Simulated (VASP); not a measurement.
# MoP (P-6m2) in VASP: relaxation of the atoms with r2SCAN

Aim: the relaxation of the atoms of MoP with r2SCAN.

All numbers are computed with VASP 6.6.1; they aren't measurements. Logs are shortened: lines on timing, memory, paths and dates and some standing lists are left out, and cuts for length are marked.

### 1 The cell of the first run

Symmetry: P-6m2, No. 187, hexagonal system. The conventional cell has a = 3.170 Å, b = 3.170 Å, c = 3.116 Å, α = 90.00°, β = 90.00°, γ = 120.00°. Mo (site symmetry -6m2) has 6 P at 2.40 Å and 8 Mo at 3.12 to 3.17 Å within 3.2 Å. Within 3.2 Å of P (site symmetry -6m2) lie 6 Mo at 2.40 Å and 8 P at 3.12 to 3.17 Å.

### 2 Relaxation of the atoms, r2SCAN

Input file POSCAR:

```
MoP
1.0
    3.1702276800      0.0000000000      0.0000000000
   -1.5851138400      2.7454977100      0.0000000000
    0.0000000000      0.0000000000      3.1156821700
Mo P
1 1
Direct
    0.0000000000      0.0000000000      0.0000000000
    0.3333333300      0.6666666700      0.5000000000
```

Input file INCAR.step1:

```
SYSTEM = MoP
  PREC = Accurate
  ENCUT = 500
  ISMEAR = -1
  SIGMA = 0.1
  LREAL = .FALSE.
  LASPH = .TRUE.
  NELM = 120
  GGA = PE
  ALGO = Normal
  EDIFF = 1E-5
  LWAVE = .TRUE.
  LCHARG = .FALSE.
  GGA_COMPAT = .FALSE.
  IBRION = 2
  EDIFFG = -0.01
  NELMIN = 4
  NSW = 100
```

Input file INCAR.step2:

```
SYSTEM = MoP
  PREC = Accurate
  ENCUT = 500
  EDIFF = 1E-7
  ISMEAR = -1
  SIGMA = 0.1
  LREAL = .FALSE.
  LASPH = .TRUE.
  NELM = 120
  ALGO = Normal
  ISIF = 2
  LWAVE = .FALSE.
  LCHARG = .FALSE.
  METAGGA = R2SCAN
  LMIXTAU = .TRUE.
  IBRION = 2
  NSW = 50
  EDIFFG = -0.01
  ISTART = 1
  GGA_COMPAT = .FALSE.
  NELMIN = 4
```

Input file KPOINTS:

```
regular mesh
0
G
  12 12 11
  0 0 0
```

Potentials or basis: VASP PAW PBE potentials, release 64 (Mo_sv, P).

On the command line:

```bash
> cat potpaw_PBE.64/Mo_sv/POTCAR potpaw_PBE.64/P/POTCAR > POTCAR
> cp INCAR.step1 INCAR
> mpirun -np 1 vasp_std > vasp.out
> cp INCAR.step2 INCAR
> mpirun -np 1 vasp_std > vasp.out
```

OUTCAR:

```text
SYSTEM = MoP
   PREC = Accurate
   ENCUT = 500
   EDIFF = 1E-7
   ISMEAR = -1
   LREAL = .FALSE.
   LASPH = .TRUE.
   NELM = 120
   ISIF = 2
   METAGGA = R2SCAN
   IBRION = 2
   NSW = 50
   EDIFFG = -0.01
   ISTART = 1
   NELMIN = 4

 ion  position               nearest neighbor table
   1  0.000  0.000  0.000-   2 2.40   2 2.40   2 2.40   2 2.40   2 2.40   2 2.40
   2  0.333  0.667  0.500-   1 2.40   1 2.40   1 2.40   1 2.40   1 2.40   1 2.40

  LATTYP: Found a hexagonal cell.
 ALAT       =     3.1702276800
 C/A-ratio  =     0.9827944503

  Lattice vectors:

 A1 = (   3.1702276800,   0.0000000000,   0.0000000000)
 A2 = (  -1.5851138400,   2.7454977100,   0.0000000000)
 A3 = (   0.0000000000,   0.0000000000,   3.1156821700)

Analysis of symmetry for initial positions (statically):
=====================================================================
 Subroutine PRICEL returns:
 Original cell was already a primitive cell.

 Routine SETGRP: Setting up the symmetry group for a
 hexagonal supercell.

 Subroutine GETGRP returns: Found 12 space group operations
 (whereof 12 operations were pure point group operations)
 out of a pool of 24 trial point group operations.

The static configuration has the point symmetry D_3h.

Analysis of symmetry for dynamics (positions and initial velocities):
=====================================================================
 Subroutine PRICEL returns:
 Original cell was already a primitive cell.

 Routine SETGRP: Setting up the symmetry group for a
 hexagonal supercell.

 Subroutine GETGRP returns: Found 12 space group operations
 (whereof 12 operations were pure point group operations)
 out of a pool of 24 trial point group operations.

The dynamic configuration has the point symmetry D_3h.

 Subroutine INISYM returns: Found 12 space group operations
 (whereof 12 operations are pure point group operations),
 and found     1 'primitive' translations

----------------------------------------------------------------------------------------

                                     Primitive cell

  volume of cell :      27.1184

  direct lattice vectors                    reciprocal lattice vectors
     3.170227680  0.000000000  0.000000000     0.315434758  0.182116342  0.000000000
    -1.585113840  2.745497710  0.000000000     0.000000000  0.364232684  0.000000000
     0.000000000  0.000000000  3.115682170     0.000000000  0.000000000  0.320956999

  length of vectors
     3.170227680  3.170227683  3.115682170     0.364232684  0.364232684  0.320956999

  position of ions in fractional coordinates (direct lattice)
     0.000000000  0.000000000  0.000000000
     0.333333330  0.666666670  0.500000000

  ion indices of the primitive-cell ions
   primitive index   ion index
                 1           1
                 2           2

----------------------------------------------------------------------------------------

 KPOINTS: regular mesh

Automatic generation of k-mesh.
 Grid dimensions read from file:
 generate k-points for:   12   12   11

 Generating k-lattice:

  Cartesian coordinates                     Fractional coordinates (reciprocal lattice)
     0.026286230  0.015176362  0.000000000     0.083333333  0.000000000  0.000000000
     0.000000000  0.030352724  0.000000000     0.000000000  0.083333333  0.000000000
     0.000000000  0.000000000  0.029177909     0.000000000  0.000000000  0.090909091

  Length of vectors
     0.030352724  0.030352724  0.029177909

  Shift w.r.t. Gamma in fractional coordinates (k-lattice)
     0.000000000  0.000000000  0.000000000

 Subroutine IBZKPT returns following result:
 ===========================================

 Found    114 irreducible k-points:

 Following reciprocal coordinates:
            Coordinates               Weight
  0.000000  0.000000  0.000000      1.000000
  0.083333  0.000000  0.000000      6.000000
  0.166667  0.000000  0.000000      6.000000
  0.250000 -0.000000  0.000000      6.000000
  0.333333 -0.000000  0.000000      6.000000
  0.416667 -0.000000  0.000000      6.000000
[... 16 lines left out ...]
  0.250000 -0.000000  0.090909     12.000000
  0.333333 -0.000000  0.090909     12.000000
 [... further k-points ...]
   k-points           NKPTS =    114   k-points in BZ     NKDIM =    114   number of bands    NBANDS=     13
   number of dos      NEDOS =    301   number of ions     NIONS =      2
   total plane-waves  NPLWV =  13824
   dimension x,y,z NGX =    24 NGY =   24 NGZ =   24
   dimension x,y,z NGXF=    48 NGYF=   48 NGZF=   48
   ions per type =               1   1
   NGX,Y,Z   is equivalent  to a cutoff of  12.59, 12.59, 12.81 a.u.
   NGXF,Y,Z  is equivalent  to a cutoff of  25.17, 25.17, 25.61 a.u.
 SYSTEM =  MoP
   PREC   = accura    normal or accurate (medium, high low for compatibility)
   ISTART =      1    job   : 0-new  1-cont  2-samecut
   ICHARG =      0    charge: 1-file 2-atom 10-const
   ISPIN  =      1    spin polarized calculation?
   LNONCOLLINEAR =      F non collinear calculations
   LSORBIT =      F    spin-orbit coupling
   LASPH  =      T    aspherical Exc in radial PAW
   ENCUT  =  500.0 eV  36.75 Ry    6.06 a.u.   5.78  5.78  5.68*2*pi/ulx,y,z
   NELM   =    120;   NELMIN=  4; NELMDL=  0     # of ELM steps
   EDIFF  = 0.1E-06   stopping-criterion for ELM
   LREAL  =      F    real-space projection
   EDIFFG = -.1E-01   stopping-criterion for IOM
   NSW    =     50    number of steps for IOM
   IBRION =      2    ionic relax: 0-MD 1-quasi-New 2-CG
   NFREE  =      1    steps in history (QN), initial steepest desc. (CG)
   ISIF   =      2    stress and relaxation
   ISYM   =      2    0-nonsym 1-usesym 2-fastsym
   POTIM  = 0.5000    time-step for ionic-motion
   TEBEG  =    0.0;   TEEND  =   0.0 temperature during run
   PSTRESS=    0.0 pullay stress
   NELECT =      19.0000    total number of electrons
   NUPDOWN=      -1.0000    fix difference up-down
   EMIN   =  10.00;   EMAX   =-10.00  energy-range for DOS
   EFERMI =   0.00;   METHOD = LEGACY
   ISMEAR =    -1;   SIGMA  =   0.10  broadening in eV -4-tet -1-fermi 0-gaus
   EFERMI_NEDOS =   21; number of points for ismear=-14 and -15
   IALGO  =     38    algorithm
   IMIX   =      4    mixing-type and parameters
     AMIX     =   0.40;   BMIX     =  1.00
     AMIX_MAG =   1.60;   BMIX_MAG =  1.00
  volume/ion in A,a.u.               =      13.56        91.50
  Fermi-wavevector in a.u.,A,eV,Ry     =   1.454023  2.747704 28.765186  2.114182
  Thomas-Fermi vector in A             =   2.571221
   LORBIT       =      0    0 simple, 1 ext, 2 COOP (PROOUT), +10 PAW based schemes
   METAGGA = R2SCAN    functional components
   LHFCALC =     F    Hartree Fock is set to
   AEXX    =    0.0000 exact exchange contribution
   IVDW    =     0    specifies the selected vdW correction
   LEPSILON=     F    determine dielectric tensor
   LRPA    =     F    only Hartree local field effects (RPA)
 conjugate gradient relaxation of ions
 non-spin polarized calculation
  energy-cutoff  :      500.00
  volume of cell :       27.12
 maximum number of plane-waves:       698
 NGX is ok and might be reduce to    24
   NGX = 11   NGY = 11   NGZ = 11

 number of electron      19.0000000 magnetization

 Free energy of the ion-electron system (eV)
  ---------------------------------------------------
  ext. energy  EPLUGINS =         0.00000000
  ---------------------------------------------------
  free energy    TOTEN  =       -36.38501164 eV

  energy without entropy =      -36.36049101  energy(sigma->0) =      -36.37275132

 E-fermi :  12.8072     XC(G=0): -13.8619

 val. band max:       12.7873528802   @ k =   0.3333   0.2500   0.0909
 cond. band min:      12.8341987088   @ k =   0.0000   0.0000   0.2727
 fundamental gap:      0.0468458286
 Fermi energy:        12.8071517007

 k-point     1 :       0.0000    0.0000    0.0000
  band No.  band energies     occupation
      1     -50.2749      2.00000
      2     -23.7052      2.00000
      3     -23.4927      2.00000
      4     -23.4927      2.00000
      5      -2.2294      2.00000
      6       8.1549      2.00000
      7       9.0510      2.00000
      8       9.0510      2.00000
      9      12.1675      1.99667
     10      13.1107      0.09173
     11      13.1107      0.09173
     12      17.4537      0.00000
     13      17.4537      0.00000

 k-point     2 :       0.0833    0.0000    0.0000
  band No.  band energies     occupation
      1     -50.2717      2.00000
      2     -23.7010      2.00000
      3     -23.5244      2.00000
      4     -23.4998      2.00000
      5      -2.0855      2.00000
      6       8.0666      2.00000
      7       8.9501      2.00000
      8       9.1763      2.00000
      9      11.3575      2.00000
     10      13.0507      0.16104
     11      14.0275      0.00001
     12      16.8781      0.00000
     13      17.1683      0.00000

 k-point     3 :       0.1667    0.0000    0.0000
  band No.  band energies     occupation
      1     -50.2631      2.00000
      2     -23.6895      2.00000
      3     -23.6100      2.00000
      4     -23.5190      2.00000
      5      -1.6711      2.00000
      6       7.5648      2.00000
      7       8.9805      2.00000
      8       9.5336      2.00000
      9      10.3646      2.00000
     10      12.8922      0.59865
     11      15.3067      0.00000
     12      15.7506      0.00000
     13      16.5439      0.00000

 k-point     4 :       0.2500   -0.0000    0.0000
  band No.  band energies     occupation
      1     -50.2513      2.00000
      2     -23.7252      2.00000
      3     -23.6737      2.00000
      4     -23.5452      2.00000
      5      -1.0392      2.00000
      6       6.7540      2.00000
      7       9.1122      2.00000
      8       9.5420      2.00000
      9      10.0641      2.00000
     10      12.6872      1.53698
     11      14.8758      0.00000
     12      15.8801      0.00000
     13      16.4887      0.00000

 k-point     5 :       0.3333   -0.0000    0.0000
  band No.  band energies     occupation
      1     -50.2394      2.00000
      2     -23.8383      2.00000
      3     -23.6579      2.00000
      4     -23.5712      2.00000
      5      -0.2872      2.00000
      6       5.9072      2.00000
      7       8.9340      2.00000
      8       9.0235      2.00000
      9      10.6606      2.00000
     10      12.4938      1.91654
     11      14.7271      0.00000
     12      15.3171      0.00000
     13      17.3759      0.00000
[... 257 lines left out ...]
 k-point    22 :       0.1667    0.0000    0.0909
  band No.  band energies     occupation
      1     -50.2606      2.00000
      2     -23.7228      2.00000
      3     -23.6060      2.00000
      4     -23.5159      2.00000
      5      -1.5326      2.00000
      6       7.6116      2.00000
      7       8.7896      2.00000
      8       9.5558      2.00000
      9      10.2589      2.00000
     10      12.5140      1.89875
     11      14.8791      0.00000
     12      16.3135      0.00000
     13      16.9953      0.00000

 k-point    23 :       0.2500   -0.0000    0.0909
  band No.  band energies     occupation
      1     -50.2488      2.00000
      2     -23.7233      2.00000
      3     -23.7032      2.00000
      4     -23.5420      2.00000
      5      -0.9230      2.00000
      6       6.8200      2.00000
      7       8.7481      2.00000
      8       9.6622      2.00000
      9       9.9798      2.00000
     10      12.4242      1.95748
     11      15.1028      0.00000
     12      16.2952      0.00000
     13      16.3657      0.00000

 k-point    24 :       0.3333   -0.0000    0.0909
  band No.  band energies     occupation
      1     -50.2370      2.00000
      2     -23.8334      2.00000
      3     -23.6887      2.00000
      4     -23.5679      2.00000
      5      -0.2016      2.00000
      6       5.9520      2.00000
      7       8.4182      2.00000
      8       9.4787      2.00000
      9      10.3365      2.00000
     10      12.5439      1.86583
     11      14.9059      0.00000
     12      15.7500      0.00000
     13      16.9388      0.00000

 [... further k-points ...]
[... 5 lines left out ...]
  --------------------------------------------------------------------------------------
  -------------------------------------------------------------------------------------
  Total        2.6114716      2.6114716      3.3135612      0.0000000     -0.0000000      0.0000000
  in kB      154.2876655    154.2876659    195.7676353      0.0000000     -0.0000000      0.0000000
  external PRESSURE =     168.1143222 kB  Pullay stress =       0.0000000 kB

 VOLUME and BASIS-vectors are now :
 -----------------------------------------------------------------------------
  energy-cutoff  :      500.00
  volume of cell :       27.12
      direct lattice vectors                 reciprocal lattice vectors
     3.170227680  0.000000000  0.000000000     0.315434758  0.182116342  0.000000000
    -1.585113840  2.745497710  0.000000000     0.000000000  0.364232684  0.000000000
     0.000000000  0.000000000  3.115682170     0.000000000  0.000000000  0.320956999

 POSITION                                       TOTAL-FORCE (eV/Angst)
 -----------------------------------------------------------------------------------
      0.00000      0.00000      0.00000         0.000000     -0.000000      0.000000
     -0.00000      1.83033      1.55784        -0.000000      0.000000      0.000000
 -----------------------------------------------------------------------------------
    total drift:                                0.000002     -0.000001     -0.000000

  FREE ENERGIE OF THE ION-ELECTRON SYSTEM (eV)
  ---------------------------------------------------
  free  energy   TOTEN  =       -36.3850116406 eV

  energy  without entropy=      -36.3604910055  energy(sigma->0) =      -36.37275132

 reached required accuracy - stopping structural energy minimisation
```

It took 86 s on 1 thread of AMD EPYC 9R45 (Zen 5), shared host; peak memory 0.14 GiB.

What came out:

| Quantity | Value |
| --- | --- |
| Free energy | -36.3850 eV |
| Pressure after relaxing | 16.8 GPa |
| Band gap on the k mesh | zero (an odd number of electrons rules out a gap without spin polarisation) |

Stress tensor (GPa, compression positive):
```
15.43  0.00  0.00
 0.00 15.43  0.00
 0.00  0.00 19.58
```

Final structure:
```
Mo P
1.0
     3.17023    0.00000    0.00000
    -1.58511    2.74550    0.00000
     0.00000    0.00000    3.11568
Mo P
1 1
Direct
  0.00000 0.00000 0.00000
  0.33333 0.66667 0.50000
```

Caveat: the PAW data sets were made with another functional, which shifts forces and pressure a little; an odd number of electrons without spin polarisation forces a metal; a magnetic or distorted state may lie lower.

The gap in the log of VASP goes by the Fermi energy; the results here count the filled bands.